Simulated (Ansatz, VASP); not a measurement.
# One calculation of TiPbS3, two programs

```
Pb Ti S
1.0
     4.75762    0.00000    0.00000
     0.00000    4.75762    0.00000
     0.00000    0.00000    4.87656
Pb Ti S
1 1 3
Direct
  0.00000 0.00000 0.00000
  0.50000 0.50000 0.50000
  0.50000 0.50000 0.00000
  0.50000 0.00000 0.50000
  0.00000 0.50000 0.50000
```

Change from the starting cell: uniaxial_z strain +2.5%.

Alike in both runs: task single point; functional r2SCAN; k mesh 6 × 6 × 6; occupations fermi-dirac, width 0.02 eV; no spin polarisation.

|  | VASP | Ansatz |
| --- | --- | --- |
| version | VASP 6.6.1 | Ansatz 0.2.0 |
| potentials or method | VASP PAW PBE potentials, release 64 (Pb_d, Ti_sv, S) | plane waves, PAW |
| plane-wave cutoff (eV) | 520 | 500 |
| valence electrons in the cell | 44 | 44 |

Ansatz gave:

| Quantity | Value |
| --- | --- |
| pressure (GPa) | -1.9 |
| traceless stress, the component that is largest in VASP (GPa) | -0.52 |

Task: Estimate VASP's values.

Result: Pressure (GPa): -1.8; traceless stress, the component that is largest in VASP (GPa): -0.51.

VASP's potentials were made for PBE, not for r2SCAN.

Neither program's run includes spin-orbit coupling.
